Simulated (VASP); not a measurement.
Set up this calculation in VASP 6.6.1, as the native input.

```
Task                   : single point
Functional             : PBE
Potentials or basis    : VASP PAW PBE potentials, release 64 (B, N)
Cutoff                 : 600 eV
k mesh                 : 6 × 6 × 8
Occupations            : gaussian, width 0.2 eV
Spin                   : no spin polarisation
Dipole correction      : no
Further INCAR settings : ALGO = Normal; EDIFF = 1e-06; NBANDS = 12
```

The structure of B2N lies in POSCAR:

```
B2N
1.0
    2.9461196936      0.0000000023      0.0000000000
   -1.4730598488      2.5514144961      0.0000000000
    0.0000000000      0.0000000000      2.9697369636
B N
2 1
Direct
    0.3333333333      0.6666666667      0.5000000000
    0.6666666667      0.3333333333      0.5000000000
    0.0000000000      0.0000000000      0.0000000000
```

One way to write it, as run:

INCAR

```
PREC = Accurate ; ENCUT = 600
EDIFF = 1E-6 ; ISMEAR = 0
SIGMA = 0.2 ; LREAL = False
LASPH = True ; NELM = 120
ALGO = Normal ; ISIF = 2
LWAVE = False ; LCHARG = False
GGA = PE ; NBANDS = 12
GGA_COMPAT = False
```

KPOINTS

```
regular mesh
0
Gamma
  6 6 8
```

Potentials or basis: VASP PAW PBE potentials, release 64 (B, N).

Launch:

```sh
$ cat potpaw_PBE.64/B/POTCAR potpaw_PBE.64/N/POTCAR > POTCAR
$ mpirun -np 1 vasp_std > vasp.out
```

It gave:

| Property | Result |
| --- | --- |
| Pressure | -0.1 GPa |

Caveat: the k points lie up to 0.41 Å⁻¹ apart.

Wall time 13 s on 1 thread of Intel Xeon 8259CL, with other jobs on the host, peak memory 0.13 GiB.
